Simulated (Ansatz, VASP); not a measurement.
# Cu in VASP and in Ansatz

INCAR

```
ALGO = Normal
EDIFF = 1E-6
ENCUT = 520
GGA = CA
ISIF = 2
ISMEAR = -1
LASPH = True
LCHARG = False
LREAL = False
LWAVE = False
NBANDS = 30
NELM = 80
PREC = Accurate
SIGMA = 0.05
```

Contents of KPOINTS:

```
k-points
0
Gamma
  12 12 4
```

Contents of POSCAR:

```
Cu
1.0
    2.5475245418      0.0000000000      0.0000000000
   -1.2737622710      2.2062209700      0.0000000000
    0.0000000000      0.0000000000      8.3165306817
Cu
4
Direct
    0.6666666667      0.3333333333      0.7500000000
    0.0000000000      0.0000000000      0.5000000000
    0.3333333333      0.6666666667      0.2500000000
    0.0000000000      0.0000000000      0.0000000000
```

Contents of input.yaml:

```yaml
crystal:
  lattice:
    - [2.5475245418, 0.0, 0.0]
    - [-1.273762271, 2.20622097, 0.0]
    - [0.0, 0.0, 8.3165306817]
  atoms:
    - { symbol: Cu, position: [0.6666666667, 0.3333333333, 0.75] }
    - { symbol: Cu, position: [0.0, 0.0, 0.5] }
    - { symbol: Cu, position: [0.3333333333, 0.6666666667, 0.25] }
    - { symbol: Cu, position: [0.0, 0.0, 0.0] }
hamiltonian:
  xc: lda
  pseudopotentials: { kind: paw }
kpoints:
  mp_grid: { grid: [12, 12, 4] }
scf:
  occupations: { method: fermi_dirac, width: 0.05 }
output:
  forces: true
  stress: true
  eigenvalues: true
```

Alike in both runs: task single point; functional LDA; k mesh 12 × 12 × 4; occupations fermi-dirac, width 0.05 eV; no spin polarisation.

```csv
,VASP,Ansatz
version,VASP 6.6.1,Ansatz 0.2.0
potentials or method,"VASP PAW LDA potentials, release 64 (Cu)",Ansatz PAW
plane-wave cutoff (eV),520,420
valence electrons in the cell,44,76
```

Ansatz gave:

| Item | Value |
| --- | --- |
| gap on the k mesh at the Fermi level (eV) | none |
| pressure (GPa) | -11.0 |
| traceless stress, the component that is largest in VASP (GPa) | -0.34 |

Q: Estimate VASP's values.

A: gap on the k mesh at the Fermi level (eV): none; pressure (GPa): -10.0; traceless stress, the component that is largest in VASP (GPa): -0.38.

LDA's correlation is that of Perdew and Zunger in VASP and of Perdew and Wang (1992) in Ansatz. A gap of «none» marks a metal or a gap that the smearing closes. VASP's potentials hold 44 valence electrons a cell and Ansatz's 76, so a difference there can come from the potentials and not from the codes.
